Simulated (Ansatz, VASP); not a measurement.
## Two plane-wave programs on TaWC2

```xyz
4
Lattice="1.5719 0.9075 5.1016 -1.5719 0.9075 5.1016 0.0000 -1.8150 5.1016" Properties=species:S:1:pos:R:3 pbc="T T T"
W     0.0000    0.0000    0.0000
Ta    0.0000    0.0000    7.6524
C     0.0000    0.0000    3.8405
C     0.0000    0.0000   11.4644
```

Alike in both runs: task relaxation of cell and atoms; functional PBEsol; k mesh 10 × 10 × 10; occupations fermi-dirac, width 0.05 eV; no spin polarisation; Hubbard terms Ta d U = 2.0 eV, W d U = 2.0 eV.

```csv
,VASP,Ansatz
version,VASP 6.6.1,Ansatz 0.2.0
potentials or method,"VASP PAW PBE potentials, release 64 (W_sv, Ta_pv, C)",Ansatz PAW
plane-wave cutoff (eV),600,420
valence electrons in the cell,33,35
```

|  | VASP | Ansatz | Ansatz less VASP |
| --- | --- | --- | --- |
| gap on the k mesh at the Fermi level, each at its own relaxed structure (eV) | none | none | - |
| relaxed volume (Å³/atom) | 10.75 | 10.61 | -0.140 |
| relaxed length of the cell vector where the two differ most in proportion (Å) | 5.389 | 5.363 | -0.0266 |

VASP's potentials were made for PBE, not for PBEsol. The programs project onto different local orbitals, so the same U acts differently, and such runs can settle in different states. A gap of «none» marks a metal or a gap that the smearing closes. VASP's potentials hold 33 valence electrons a cell and Ansatz's 35, so a difference there can come from the potentials and not from the codes.

Spin-orbit coupling is off throughout. Noted on VASP's run: too few bands were computed for a metal, which touches its energy and stress. Noted on Ansatz's run: the plane-wave basis is chosen anew once the cell has moved, so the energies of steps on either side of that aren't comparable.
